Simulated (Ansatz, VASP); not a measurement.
# CdSb2O2 in VASP and in Ansatz

```xyz
5
Lattice="2.8147 1.6251 7.6543 -2.8147 1.6251 7.6543 0.0000 -3.2502 7.6543" Properties=species:S:1:pos:R:3 pbc="T T T"
Cd    0.0000    0.0000    0.0000
Sb    0.0000    0.0000    8.0202
Sb    0.0000    0.0000   14.9426
O     0.0000    0.0000    9.8658
O     0.0000    0.0000   13.0970
```

Alike in both runs: functional PBE; k mesh 6 × 6 × 6; occupations gaussian, width 0.1 eV; no spin polarisation.

Ansatz relaxed the structure, and its values are those at the end. VASP's run is a single point on that final structure, the one shown.

|  | VASP | Ansatz |
| --- | --- | --- |
| version | VASP 6.6.1 | Ansatz 0.2.0 |
| potentials or method | VASP PAW PBE potentials, release 64 (Cd_sv_GW, Sb_d_GW, O), cutoff 600 eV | scalar-relativistic, plane waves, PAW |
| valence electrons in the cell | 62 | 62 |

VASP gave:

| Item | Value |
| --- | --- |
| gap on the k mesh at the Fermi level (eV) | none |
| pressure (GPa) | 0.0 |
| rms of the force components (eV/Å) | 0.063 |

**Question.** Estimate Ansatz's values.

**Answer.** gap on the k mesh at the Fermi level (eV): none; pressure (GPa): 0.0; rms of the force components (eV/Å): 0.010.

A gap of «none» marks a metal or a gap that the smearing closes.

Neither program's run includes spin-orbit coupling.
